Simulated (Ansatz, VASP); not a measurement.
# Two plane-wave programs on N

```
CELL_PARAMETERS angstrom
6.09704 0.00000 0.00000
0.00000 6.09704 0.00000
0.00000 0.00000 6.09704
ATOMIC_POSITIONS crystal
N 0.05217 0.05217 0.05217
N 0.44783 0.94783 0.55217
N 0.55217 0.44783 0.94783
N 0.94783 0.55217 0.44783
N 0.94783 0.94783 0.94783
N 0.55217 0.05217 0.44783
N 0.44783 0.55217 0.05217
N 0.05217 0.44783 0.55217
```

Alike in both runs: functional PBE; k mesh 3 × 3 × 3; occupations fermi-dirac, width 0.05 eV; no spin polarisation.

Ansatz relaxed the structure, and its values are those at the end. VASP's run is a single point on that final structure, the one shown.

|  | VASP | Ansatz |
| --- | --- | --- |
| version | VASP 6.6.1 | Ansatz 0.2.0 |
| potentials or method | VASP PAW PBE potentials, release 64 (N), cutoff 520 eV | plane waves (420 eV) with PAW, scalar-relativistic |
| valence electrons in the cell | 40 | 40 |

Ansatz gave:

| Item | Value |
| --- | --- |
| pressure (GPa) | 0.0 |
| rms of the force components (eV/Å) | 0.004 |

Task: Estimate VASP's values.

Result: Pressure (GPa): 1.7; rms of the force components (eV/Å): 1.011.

One of these differences is far larger than is usual between the two programs; its cause wasn't traced. With one functional, cell and mesh, what is left measures potentials, basis and numerics.

Noted on VASP's run: the standard files for N, O and F lose accuracy on very short bonds.
